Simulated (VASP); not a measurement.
A run of VASP 6.6.1 is set up as follows.

Contents of INCAR:

```
SYSTEM = Mo
PREC     = Accurate       ! precision mode
ENCUT    = 520            ! plane-wave cutoff, eV
EDIFF    = 1E-6           ! SCF threshold, eV
ISMEAR   = 0              ! smearing method
SIGMA    = 0.15           ! smearing width, eV
LREAL    = .FALSE.        ! projectors in reciprocal space
LASPH    = .TRUE.         ! aspherical terms in the spheres
NELM     = 60             ! most SCF steps
ALGO     = Fast           ! electronic algorithm
ISIF     = 2              ! what is computed and relaxed
LWAVE    = .FALSE.        ! write WAVECAR
LCHARG   = .FALSE.        ! write CHGCAR
GGA      = PE             ! functional
NBANDS   = 21             ! bands
```

Contents of KPOINTS:

```
Automatic mesh
0
G
  24 24 14
  0 0 0
```

Contents of POSCAR:

```
Mo
1.0
   -1.5802194352      1.5802194352      1.5802194352
    1.5802194352     -1.5802194352      1.5802194352
    3.1604388703      3.1604388703      0.0000000000
Mo
2
Direct
    0.0118654407      0.0118654407      0.0000000000
    0.4881345593      0.4881345593      0.5000000000
```

Potentials or basis: VASP PAW PBE potentials, release 64 (Mo_sv).

Launch:

```console
$ cat potpaw_PBE.64/Mo_sv/POTCAR > POTCAR
$ mpirun -np 1 vasp_std > vasp.out
```

Q: Predict the pressure.

A: 0.8 GPa.

Q: Predict the largest force.

A: 0.266 eV/Å.

Q: Predict the band gap on the k mesh.

A: Zero (bands 14 and 15 overlap by 2.86 eV).

Forces in eV/Å, atoms in the order of the input:
```
Mo   0.000  0.000 -0.266
Mo   0.000  0.000  0.266
```

Caveat: the cell differs from its parent crystal (atoms displaced along a vibrational mode).
